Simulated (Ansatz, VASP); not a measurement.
## Two plane-wave programs on Si3N

```
Si N
1.0
     3.81552    0.00000    0.00000
    -1.90776    3.30433    0.00000
     0.00000    0.00000   25.79138
Si N
6 2
Direct
  0.66667 0.33333 0.15509
  0.33333 0.66667 0.18598
  0.33333 0.66667 0.27748
  0.66667 0.33333 0.30703
  0.66667 0.33333 0.39974
  0.33333 0.66667 0.42616
  0.33333 0.16667 0.54636
  0.33333 0.16667 0.58901
```

Alike in both runs: task single point; functional PBE; dispersion D3(BJ); k mesh 9 × 9 × 1; occupations gaussian, width 0.05 eV; no spin polarisation.

```csv
,VASP,Ansatz
version,VASP 6.6.1,Ansatz 0.2.0
potentials or method,"VASP PAW PBE potentials, release 64 (Si, N), cutoff 520 eV","scalar-relativistic, plane waves, PAW"
valence electrons in the cell,34,34
```

Ansatz gave:

| Quantity | Value |
| --- | --- |
| gap on the k mesh at the Fermi level (eV) | none |
| rms of the force components (eV/Å) | 0.201 |
| work function, face that differs most (eV) | 4.63 |

**Question.** Estimate VASP's values.

**Answer.** gap on the k mesh at the Fermi level (eV): none; rms of the force components (eV/Å): 0.666; work function, face that differs most (eV): 4.64.

Atom by atom the forces differ by 0.520 eV/Å (rms over components). A gap of «none» marks a metal or a gap that the smearing closes. One of these differences is far larger than is usual between the two programs; its cause wasn't traced.

Noted on VASP's run: the standard files for N, O and F lose accuracy on very short bonds.
